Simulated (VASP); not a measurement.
Here is a VASP 6.6.1 calculation.

INCAR

```
PREC     = Accurate       # precision mode
ENCUT    = 520            # plane-wave cutoff, eV
EDIFF    = 1E-6           # SCF threshold, eV
ISMEAR   = -1             # smearing method
SIGMA    = 0.05           # smearing width, eV
LREAL    = F              # projectors in reciprocal space
LASPH    = T              # aspherical terms in the spheres
NELM     = 60             # most SCF steps
ALGO     = Normal         # electronic algorithm
ISIF     = 2              # what is computed and relaxed
LWAVE    = F              # write WAVECAR
LCHARG   = T              # write CHGCAR
GGA      = PS             # functional
LELF     = T              # ELF
LVHAR    = T            
NBANDS   = 11             # bands
```

Contents of KPOINTS:

```
Automatic mesh
0
Gamma
  10 10 10
```

Contents of POSCAR:

```
SiC
1.0
    0.0000000000      2.1934308841      2.1934308841
    2.1934308841      0.0000000000      2.1934308841
    2.1934308841      2.1934308841      0.0000000000
Si C
1 1
Direct
    0.0000000000      0.0000000000      0.0000000000
    0.7500000000      0.7500000000      0.7500000000
```

Potentials or basis: VASP PAW PBE potentials, release 64 (Si, C).

Run with:

```bash
$ cat potpaw_PBE.64/Si/POTCAR potpaw_PBE.64/C/POTCAR > POTCAR
$ mpirun -np 1 vasp_std > vasp.out
```

Estimate the pressure.

-4.1 GPa.

What does it give for the band gap on the k mesh?

1.25 eV, indirect (least direct gap 4.42 eV).

Caveat: the PAW data sets were made with another functional, which shifts forces and pressure a little. PBEsol gaps usually lie below the measured ones, often by a third to a half.
